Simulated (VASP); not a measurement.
Crystal: NaLi4Hg.

```xyz
6
Lattice="0.0000 3.5305 3.5305 3.5305 0.0000 3.5305 3.5305 3.5305 0.0000" Properties=species:S:1:pos:R:3 pbc="T T T"
Na    1.7652    1.7652    1.7652
Li    2.6424    4.4185    2.6424
Li    2.6424    2.6424    4.4185
Li    4.4185    4.4185    4.4185
Li    4.4185    2.6424    2.6424
Hg    0.0000    0.0000    0.0000
```

| Property | Result |
| --- | --- |
| Program | VASP 6.6.1 |
| Task | relaxation of cell and atoms |
| Functional | r2SCAN |
| Potentials or basis | VASP PAW PBE potentials, release 64 (Na_pv, Li_sv, Hg) |
| Cutoff | 600 eV |
| k mesh | 4 × 4 × 4 |
| Occupations | gaussian, width 0.1 eV |
| Spin | no spin polarisation |

At the start: pressure 10.6 GPa; volume 14.67 Å³/atom.

Problem. Where does the relaxation end?

Solution. Over 5 steps the energy falls by 131.8 meV/atom and the volume is 19.76 Å³/atom (+34.7 %); space group F-43m (No. 216, to 0.05 Å).

The path:
```
step  energy change (eV)  largest force (eV/Å)  pressure (GPa)  volume (Å³)
   1              0.0000                0.1456           10.56        88.01
   2             -0.5793                0.1428            4.37       100.91
   3             -0.7788                0.0587            0.79       113.72
   4             -0.7899                0.0565            0.24       117.04
   5             -0.7910                0.0295           -0.05       118.54
```

Final structure:
```xyz
6
Lattice="0.0000 3.8989 3.8989 3.8989 0.0000 3.8989 3.8989 3.8989 0.0000" Properties=species:S:1:pos:R:3 pbc="T T T"
Na    1.9494    1.9494    1.9494
Li    2.9084    4.8893    2.9084
Li    2.9084    2.9084    4.8893
Li    4.8893    4.8893    4.8893
Li    4.8893    2.9084    2.9084
Hg    0.0000    0.0000    0.0000
```

Caveat: the k points lie up to 0.35 Å⁻¹ apart in the final cell; the cutoff is under 1.25 times the usual one of these potentials, so pressure, stress and relaxed cells hold a basis-set (Pulay) error; the volume moved by over 15 % at a fixed basis, so the end points are rough; the PAW data sets were made with another functional, which shifts forces and pressure a little.
